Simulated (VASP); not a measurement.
Write the native input for VASP 6.6.1 that does the following.

```
Task                   : single point
Functional             : PBE
Potentials or basis    : VASP PAW PBE potentials, release 64 (Na_pv, Zr_sv)
Cutoff                 : 520 eV
k mesh                 : 4 × 4 × 4
Occupations            : gaussian, width 0.1 eV
Spin                   : no spin polarisation
Dipole correction      : no
Further INCAR settings : ALGO = Normal; EDIFF = 1e-07; NBANDS = 35
```

The structure of Na2Zr lies in POSCAR:

```
Na2Zr
1.0
    0.0000000000      4.2541886183      4.2541886183
    4.2541886183      0.0000000000      4.2541886183
    4.2541886183      4.2541886183      0.0000000000
Na Zr
4 2
Direct
    0.6250000000      0.6250000000      0.6250000000
    0.1250000000      0.6250000000      0.6250000000
    0.6250000000      0.6250000000      0.1250000000
    0.6250000000      0.1250000000      0.6250000000
    0.0000000000      0.0000000000      0.0000000000
    0.2500000000      0.2500000000      0.2500000000
```

The input as run:

INCAR

```
SYSTEM = Na2Zr
ALGO     = Normal         ! electronic algorithm
EDIFF    = 1E-7           ! SCF threshold, eV
ENCUT    = 520            ! plane-wave cutoff, eV
GGA      = PE             ! functional
ISIF     = 2              ! what is computed and relaxed
ISMEAR   = 0              ! smearing method
LASPH    = .True.         ! aspherical terms in the spheres
LCHARG   = .False.        ! write CHGCAR
LREAL    = .False.        ! projectors in reciprocal space
LWAVE    = .False.        ! write WAVECAR
NBANDS   = 35             ! bands
NELM     = 80             ! most SCF steps
PREC     = Accurate       ! precision mode
SIGMA    = 0.1            ! smearing width, eV
```

KPOINTS

```
k-points
0
Gamma
  4 4 4
  0 0 0
```

Potentials or basis: VASP PAW PBE potentials, release 64 (Na_pv, Zr_sv).

Command:

```console
$ cat potpaw_PBE.64/Na_pv/POTCAR potpaw_PBE.64/Zr_sv/POTCAR > POTCAR
$ mpirun -np 1 vasp_std > vasp.out
```

It gave:

```
Pressure               : 0.4 GPa
Band gap on the k mesh : zero (bands 26 and 27 overlap by 0.15 eV)
```

Run time: 29 s on 1 thread of Intel(R) Xeon(R) 6975P-C (Granite Rapids), on a shared host, peak memory 0.31 GiB.
